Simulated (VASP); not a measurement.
# Sc (P6_3/mmc) in VASP: a series of runs

The runs below take Sc through single point, with PBEsol.

All numbers are computed with VASP 6.6.1; they aren't measurements. Logs are shortened: lines on timing, memory, paths and dates and some standing lists are left out, and cuts for length are marked.

**1. The cell of the first run**

Symmetry: P6_3/mmc, No. 194, hexagonal system. Conventional cell: a = 3.210 Å, b = 3.210 Å, c = 5.110 Å, α = 90.00°, β = 90.00°, γ = 120.00°. Sc (site symmetry -6m2) has 12 Sc at 3.16 to 3.21 Å within 4.2 Å.

**2. Single point, PBEsol (strain -0.030 along x and y, -0.030 along z)**

INCAR reads:

```
  ALGO = Fast
  EDIFF = 1E-7
  ENCUT = 520
  GGA = PS
  ISIF = 2
  ISMEAR = 0
  LASPH = True
  LCHARG = False
  LREAL = False
  LWAVE = False
  NBANDS = 18
  NELM = 60
  PREC = Accurate
  SIGMA = 0.15
```

KPOINTS reads:

```
k-points
0
Gamma
  18 18 10
```

POSCAR reads:

```
Sc
1.0
    3.2095339604      0.0000000000      0.0000000000
   -1.6047669802      2.7795379440      0.0000000000
    0.0000000000      0.0000000000      5.1099600000
Sc
2
Direct
    0.3333333333      0.6666666667      0.2500000000
    0.6666666667      0.3333333333      0.7500000000
```

Potentials or basis: VASP PAW PBE potentials, release 64 (Sc_sv).

Run with:

```sh
$ cat potpaw_PBE.64/Sc_sv/POTCAR > POTCAR
$ mpirun -np 1 vasp_std > vasp.out
```

OUTCAR:

```text
EDIFF = 1E-7
   ENCUT = 520
   GGA = PS
   ISIF = 2
   ISMEAR = 0
   LASPH = True
   LREAL = False
   NELM = 60
   PREC = Accurate

 ion  position               nearest neighbor table
   1  0.333  0.667  0.250-   2 3.16   2 3.16   2 3.16   2 3.16   2 3.16   2 3.16
   2  0.667  0.333  0.750-   1 3.16   1 3.16   1 3.16   1 3.16   1 3.16   1 3.16

  LATTYP: Found a hexagonal cell.
 ALAT       =     3.2095339604
 C/A-ratio  =     1.5921190002

  Lattice vectors:

 A1 = (   3.2095339604,   0.0000000000,   0.0000000000)
 A2 = (  -1.6047669802,   2.7795379440,   0.0000000000)
 A3 = (   0.0000000000,   0.0000000000,   5.1099600000)

Analysis of symmetry for initial positions (statically):
=====================================================================
 Subroutine PRICEL returns:
 Original cell was already a primitive cell.

 Routine SETGRP: Setting up the symmetry group for a
 hexagonal supercell.

 Subroutine GETGRP returns: Found 24 space group operations
 (whereof 12 operations were pure point group operations)
 out of a pool of 24 trial point group operations.

The static configuration has the point symmetry D_3d.
 The point group associated with its full space group is D_6h.

Analysis of symmetry for dynamics (positions and initial velocities):
=====================================================================
 Subroutine PRICEL returns:
 Original cell was already a primitive cell.

 Routine SETGRP: Setting up the symmetry group for a
 hexagonal supercell.

 Subroutine GETGRP returns: Found 24 space group operations
 (whereof 12 operations were pure point group operations)
 out of a pool of 24 trial point group operations.

The dynamic configuration has the point symmetry D_3d.
 The point group associated with its full space group is D_6h.

 Subroutine INISYM returns: Found 24 space group operations
 (whereof 12 operations are pure point group operations),
 and found     1 'primitive' translations

----------------------------------------------------------------------------------------

                                     Primitive cell

  volume of cell :      45.5861

  direct lattice vectors                    reciprocal lattice vectors
     3.209533960  0.000000000  0.000000000     0.311571715  0.179886013  0.000000000
    -1.604766980  2.779537944  0.000000000     0.000000000  0.359772027  0.000000000
     0.000000000  0.000000000  5.109960000     0.000000000  0.000000000  0.195696248

  length of vectors
     3.209533960  3.209533960  5.109960000     0.359772027  0.359772027  0.195696248

  position of ions in fractional coordinates (direct lattice)
     0.333333333  0.666666667  0.250000000
[... 81 lines left out ...]
   NSW    =      0    number of steps for IOM
   IBRION =     -1    ionic relax: 0-MD 1-quasi-New 2-CG
   NFREE  =      0    steps in history (QN), initial steepest desc. (CG)
   ISIF   =      2    stress and relaxation
   ISYM   =      2    0-nonsym 1-usesym 2-fastsym
   POTIM  = 0.5000    time-step for ionic-motion
   TEBEG  =    0.0;   TEEND  =   0.0 temperature during run
   PSTRESS=    0.0 pullay stress
   NELECT =      22.0000    total number of electrons
   NUPDOWN=      -1.0000    fix difference up-down
   EMIN   =  10.00;   EMAX   =-10.00  energy-range for DOS
   EFERMI =   0.00;   METHOD = LEGACY
   ISMEAR =     0;   SIGMA  =   0.15  broadening in eV -4-tet -1-fermi 0-gaus
   EFERMI_NEDOS =   21; number of points for ismear=-14 and -15
   IALGO  =     68    algorithm
   IMIX   =      4    mixing-type and parameters
     AMIX     =   0.40;   BMIX     =  1.00
     AMIX_MAG =   1.60;   BMIX_MAG =  1.00
  volume/ion in A,a.u.               =      22.79       153.81
  Fermi-wavevector in a.u.,A,eV,Ry     =   1.284118  2.426632 22.435460  1.648960
  Thomas-Fermi vector in A             =   2.416331
   LORBIT       =      0    0 simple, 1 ext, 2 COOP (PROOUT), +10 PAW based schemes
   GGA     = PS    functional components
   LHFCALC =     F    Hartree Fock is set to
   AEXX    =    0.0000 exact exchange contribution
   IVDW    =     0    specifies the selected vdW correction
   LEPSILON=     F    determine dielectric tensor
   LRPA    =     F    only Hartree local field effects (RPA)
 non-spin polarized calculation
 RMM-DIIS sequential band-by-band and
 Gauss-broadening in eV      SIGMA  =   0.15
  energy-cutoff  :      520.00
  volume of cell :       45.59
 maximum number of plane-waves:      1254
 NGX is ok and might be reduce to    24
   NGX = 11   NGY = 11   NGZ = 19

 number of electron      21.9999996 magnetization

 Free energy of the ion-electron system (eV)
  ---------------------------------------------------
  ext. energy  EPLUGINS =         0.00000000
  ---------------------------------------------------
  free energy    TOTEN  =       -13.21466264 eV

  energy without entropy =      -13.17024889  energy(sigma->0) =      -13.19245577

 E-fermi :   4.0455     XC(G=0): -10.3152

 val. band max:        4.0433890811   @ k =   0.3333   0.0000   0.4000
 cond. band min:       4.0456296329   @ k =   0.1111   0.1111   0.2000
 fundamental gap:      0.0022405519
 Fermi energy:         4.0454863522

 k-point     1 :       0.0000    0.0000    0.0000
  band No.  band energies     occupation
      1     -44.9607      2.00000
      2     -44.8675      2.00000
      3     -23.9452      2.00000
      4     -23.4918      2.00000
      5     -23.4918      2.00000
      6     -23.4148      2.00000
[... 481 lines left out ...]
      5     -23.7070      2.00000
      6     -23.6227      2.00000
[... 10 lines left out ...]
     17       8.1652      0.00000
     18       8.3973      0.00000

 [... further k-points ...]

------------------------ aborting loop because EDIFF is reached ----------------------------------------

  FORCE on cell =-STRESS in cart. coord.  units (eV):
  Direction    XX          YY          ZZ          XY          YZ          ZX
  --------------------------------------------------------------------------------------
  -------------------------------------------------------------------------------------
  Total        0.8792252      0.8792252      0.2577512      0.0000000      0.0000000      0.0000000
  in kB       30.9014344     30.9014344      9.0589766      0.0000000      0.0000000      0.0000000
  external PRESSURE =      23.6206151 kB  Pullay stress =       0.0000000 kB

 VOLUME and BASIS-vectors are now :
 -----------------------------------------------------------------------------
  energy-cutoff  :      520.00
  volume of cell :       45.59
      direct lattice vectors                 reciprocal lattice vectors
     3.209533960  0.000000000  0.000000000     0.311571715  0.179886013  0.000000000
    -1.604766980  2.779537944  0.000000000     0.000000000  0.359772027  0.000000000
     0.000000000  0.000000000  5.109960000     0.000000000  0.000000000  0.195696248

 POSITION                                       TOTAL-FORCE (eV/Angst)
 -----------------------------------------------------------------------------------
     -0.00000      1.85303      1.27749         0.000000      0.000000      0.000000
      1.60477      0.92651      3.83247        -0.000000     -0.000000      0.000000
 -----------------------------------------------------------------------------------
    total drift:                               -0.000000      0.000000     -0.000000

  FREE ENERGIE OF THE ION-ELECTRON SYSTEM (eV)
  ---------------------------------------------------
  free  energy   TOTEN  =       -13.2146626415 eV

  energy  without entropy=      -13.1702488937  energy(sigma->0) =      -13.19245577
```

OSZICAR:

```text
N       E                     dE             d eps       ncg     rms          rms(c)
DAV:   1     0.352635992857E+03    0.35264E+03   -0.11056E+04  8000   0.132E+03
DAV:   2     0.512027652569E+01   -0.34752E+03   -0.34113E+03  9608   0.545E+02
DAV:   3    -0.142963282357E+02   -0.19417E+02   -0.18756E+02 12996   0.156E+02
[... 10 lines left out ...]
RMM:  14    -0.132146617830E+02    0.41142E-06   -0.40353E-05 12158   0.357E-02    0.372E-03
RMM:  15    -0.132146622621E+02   -0.47919E-06   -0.12606E-05 11478   0.233E-02    0.104E-03
RMM:  16    -0.132146625857E+02   -0.32359E-06   -0.36225E-06 10624   0.112E-02    0.253E-04
RMM:  17    -0.132146627534E+02   -0.16768E-06   -0.93453E-07  9595   0.605E-03    0.451E-04
RMM:  18    -0.132146626256E+02    0.12782E-06   -0.25431E-07  8916   0.386E-03    0.253E-04
RMM:  19    -0.132146626415E+02   -0.15906E-07   -0.78425E-08  8293   0.312E-03
   1 F= -.13214663E+02 E0= -.13192456E+02  d E =-.444137E-01
```

It took 2.2 min on 1 thread of AMD EPYC 9R45 (Zen 5), shared host; peak memory 0.24 GiB.

Results:

```
Free energy            : -13.2147 eV
Pressure               : 2.4 GPa
Band gap on the k mesh : zero (bands 11 and 12 overlap by 1.53 eV)
```

Levels at points of the mesh, in eV from the Fermi level:
| k point | band 8 | band 9 | band 10 | band 11 | band 12 | band 13 | band 14 | band 15 |
| --- | --- | --- | --- | --- | --- | --- | --- | --- |
| (0.00, 0.00, 0.00) | -27.44 | -5.28 | -1.79 | 0.64 | 1.70 | 1.70 | 1.84 | 2.17 |
| (0.50, 0.00, 0.00) | -27.52 | -1.63 | -1.16 | -0.82 | -0.23 | 1.33 | 1.49 | 1.92 |
| (0.00, 0.00, 0.50) | -27.50 | -3.69 | -3.69 | 0.94 | 0.94 | 1.64 | 1.64 | 1.64 |
| (0.50, 0.00, 0.50) | -27.58 | -1.60 | -1.60 | 0.05 | 0.05 | 1.43 | 1.43 | 2.60 |

Caveat: the cell differs from its parent crystal (strain -0.030 along x and y, -0.030 along z); the PAW data sets were made with another functional, which shifts forces and pressure a little.

**3. Single point, PBEsol (strain -0.030 along x and y, -0.015 along z)**

INCAR reads:

```
SYSTEM = Sc
PREC = Accurate ; ENCUT = 520
EDIFF = 1E-7 ; ISMEAR = 0
SIGMA = 0.15 ; LREAL = .False.
LASPH = .True. ; NELM = 80
ALGO = Fast ; ISIF = 2
LWAVE = .False. ; LCHARG = .True.
GGA = PS ; LELF = .True.
LVHAR = .True. ; NBANDS = 18
```

KPOINTS reads:

```
Automatic mesh
0
Gamma
  18 18 10
  0 0 0
```

Changes to POSCAR since step 2:

```diff
@@ -4,3 +4,3 @@
    -1.6047669802      2.7795379440      0.0000000000
-    0.0000000000      0.0000000000      5.1099600000
+    0.0000000000      0.0000000000      5.1889800000
 Sc
```

Potentials or basis: VASP PAW PBE potentials, release 64 (Sc_sv).

Run with:

```sh
$ cat potpaw_PBE.64/Sc_sv/POTCAR > POTCAR
$ mpirun -np 1 vasp_std > vasp.out
```

Run time: 2 min. Hardware: 1 thread of AMD EPYC 9R45 (Zen 5), shared host; peak memory 0.24 GiB.

It converged, with:

* Free energy: -13.2153 eV
* Pressure: 1.4 GPa
* Band gap on the k mesh: zero (bands 11 and 12 overlap by 1.42 eV)

Stress tensor (GPa, compression positive):
```
 2.53  0.00  0.00
 0.00  2.53  0.00
 0.00  0.00 -0.74
```

Levels at points of the mesh, in eV from the Fermi level:
```csv
k point,band 9,band 10,band 11,band 12,band 13,band 14
"(0.00, 0.00, 0.00)",-5.26,-1.80,0.49,1.70,1.70,1.72
"(0.50, 0.00, 0.00)",-1.61,-1.13,-0.82,-0.20,1.25,1.53
"(0.00, 0.00, 0.50)",-3.72,-3.72,0.86,0.86,1.65,1.65
"(0.50, 0.00, 0.50)",-1.58,-1.58,0.03,0.03,1.39,1.39
```

Caveat: the cell differs from its parent crystal (strain -0.030 along x and y, -0.015 along z); the PAW data sets were made with another functional, which shifts forces and pressure a little.

**4. Single point, PBEsol (strain -0.030 along x and y, +0.000 along z)**

INCAR reads:

```
PREC = Accurate ; ENCUT = 520
EDIFF = 1E-7 ; ISMEAR = 0
SIGMA = 0.15 ; LREAL = False
LASPH = True ; NELM = 60
ALGO = Fast ; ISIF = 2
LWAVE = False ; LCHARG = False
GGA = PS ; NBANDS = 18
```

KPOINTS reads:

```
regular mesh
0
Gamma
  18 18 10
```

Changes to POSCAR since step 3:

```diff
@@ -4,3 +4,3 @@
    -1.6047669802      2.7795379440      0.0000000000
-    0.0000000000      0.0000000000      5.1889800000
+    0.0000000000      0.0000000000      5.2680000000
 Sc
```

Run with:

```sh
$ cat potpaw_PBE.64/Sc_sv/POTCAR > POTCAR
$ mpirun -np 1 vasp_std > vasp.out
```

It took 2 min on 1 thread of AMD EPYC 9R45 (Zen 5), shared host; peak memory 0.24 GiB.

The run converged. Its results:

```
Free energy            : -13.2091 eV
Pressure               : 0.6 GPa
Band gap on the k mesh : zero (bands 11 and 12 overlap by 1.31 eV)
```

Stress tensor (GPa, compression positive):
```
 1.99  0.00  0.00
 0.00  1.99  0.00
 0.00  0.00 -2.23
```

Levels at points of the mesh, in eV from the Fermi level:
```csv
k point,band 9,band 10,band 11,band 12,band 13,band 14
"(0.00, 0.00, 0.00)",-5.24,-1.81,0.35,1.61,1.69,1.69
"(0.50, 0.00, 0.00)",-1.59,-1.11,-0.81,-0.17,1.18,1.58
"(0.00, 0.00, 0.50)",-3.74,-3.74,0.80,0.80,1.66,1.66
"(0.50, 0.00, 0.50)",-1.56,-1.56,0.01,0.01,1.36,1.36
```

Caveat: the cell differs from its parent crystal (strain -0.030 along x and y, +0.000 along z); the PAW data sets were made with another functional, which shifts forces and pressure a little.

**5. Single point, PBEsol (strain -0.015 along x and y, -0.030 along z)**

INCAR reads:

```
SYSTEM = Sc
ALGO = Fast
EDIFF = 1E-6
ENCUT = 520
GGA = PS
ISIF = 2
ISMEAR = 0
LASPH = .True.
LCHARG = .False.
LREAL = .False.
LWAVE = .False.
NBANDS = 18
NELM = 100
PREC = Accurate
SIGMA = 0.15
```

KPOINTS reads:

```
k-points
0
Gamma
  18 18 10
  0 0 0
```

POSCAR reads:

```
Sc
1.0
    3.2591659288      0.0000000000      0.0000000000
   -1.6295829644      2.8225204895      0.0000000000
    0.0000000000      0.0000000000      5.1099600000
Sc
2
Direct
    0.3333333333      0.6666666667      0.2500000000
    0.6666666667      0.3333333333      0.7500000000
```

Potentials or basis: VASP PAW PBE potentials, release 64 (Sc_sv).

Run with:

```sh
$ cat potpaw_PBE.64/Sc_sv/POTCAR > POTCAR
$ mpirun -np 1 vasp_std > vasp.out
```

OUTCAR:

```text
SYSTEM = Sc
   EDIFF = 1E-6
   ENCUT = 520
   GGA = PS
   ISIF = 2
   ISMEAR = 0
   LASPH = .True.
   LREAL = .False.
   NELM = 100
   PREC = Accurate

 ion  position               nearest neighbor table
   1  0.333  0.667  0.250-   2 3.17   2 3.17   2 3.17   2 3.17   2 3.17   2 3.17
   2  0.667  0.333  0.750-   1 3.17   1 3.17   1 3.17   1 3.17   1 3.17   1 3.17

  LATTYP: Found a hexagonal cell.
 ALAT       =     3.2591659288
 C/A-ratio  =     1.5678735332

  Lattice vectors:
[... 694 lines left out ...]

------------------------ aborting loop because EDIFF is reached ----------------------------------------

  FORCE on cell =-STRESS in cart. coord.  units (eV):
  Direction    XX          YY          ZZ          XY          YZ          ZX
  --------------------------------------------------------------------------------------
  -------------------------------------------------------------------------------------
  Total        0.2007055      0.2007055     -0.0315949      0.0000000      0.0000000      0.0000000
  in kB        6.8408283      6.8408283     -1.0768792      0.0000000      0.0000000      0.0000000
  external PRESSURE =       4.2015924 kB  Pullay stress =       0.0000000 kB

 VOLUME and BASIS-vectors are now :
 -----------------------------------------------------------------------------
  energy-cutoff  :      520.00
  volume of cell :       47.01
      direct lattice vectors                 reciprocal lattice vectors
     3.259165929  0.000000000  0.000000000     0.306826968  0.177146633  0.000000000
    -1.629582964  2.822520490  0.000000000     0.000000000  0.354293265  0.000000000
     0.000000000  0.000000000  5.109960000     0.000000000  0.000000000  0.195696248

 POSITION                                       TOTAL-FORCE (eV/Angst)
 -----------------------------------------------------------------------------------
     -0.00000      1.88168      1.27749         0.000000     -0.000000      0.000000
      1.62958      0.94084      3.83247        -0.000000      0.000000      0.000000
 -----------------------------------------------------------------------------------
    total drift:                               -0.000000      0.000000     -0.000000

  FREE ENERGIE OF THE ION-ELECTRON SYSTEM (eV)
  ---------------------------------------------------
  free  energy   TOTEN  =       -13.2319138059 eV

  energy  without entropy=      -13.1874106513  energy(sigma->0) =      -13.20966223
```

Wall time 2.3 min (1 thread of AMD EPYC 9R45 (Zen 5), shared host); peak memory 0.24 GiB.

Results:

```
Free energy            : -13.2319 eV
Pressure               : 0.4 GPa
Band gap on the k mesh : zero (bands 11 and 12 overlap by 1.54 eV)
```

Caveat: the cell differs from its parent crystal (strain -0.015 along x and y, -0.030 along z); the PAW data sets were made with another functional, which shifts forces and pressure a little.

**6. The runs side by side**

```csv
cell,further INCAR settings,gap on the mesh (eV),pressure (GPa)
"a = 3.210, b = 3.210, c = 5.110 Å, angles 90.0, 90.0, 120.0°, 2 atoms",ALGO = Fast; EDIFF = 1e-07; NBANDS = 18,none,2.4
"a = 3.210, b = 3.210, c = 5.189 Å, angles 90.0, 90.0, 120.0°, 2 atoms",ALGO = Fast; EDIFF = 1e-07; NBANDS = 18,none,1.4
"a = 3.210, b = 3.210, c = 5.268 Å, angles 90.0, 90.0, 120.0°, 2 atoms",ALGO = Fast; EDIFF = 1e-07; NBANDS = 18,none,0.6
"a = 3.259, b = 3.259, c = 5.110 Å, angles 90.0, 90.0, 120.0°, 2 atoms",ALGO = Fast; EDIFF = 1e-06; NBANDS = 18,none,0.4
```

Alike in all rows: task single point; level PBEsol; potentials or basis VASP PAW PBE potentials, release 64 (Sc_sv); no spin polarisation; k mesh 18 × 18 × 10; cutoff (eV) 520; smearing gaussian 0.15 eV.

Caveats: the PAW data sets were made with another functional, which shifts forces and pressure a little.

Absolute energies hang on the potentials; compare differences alone.
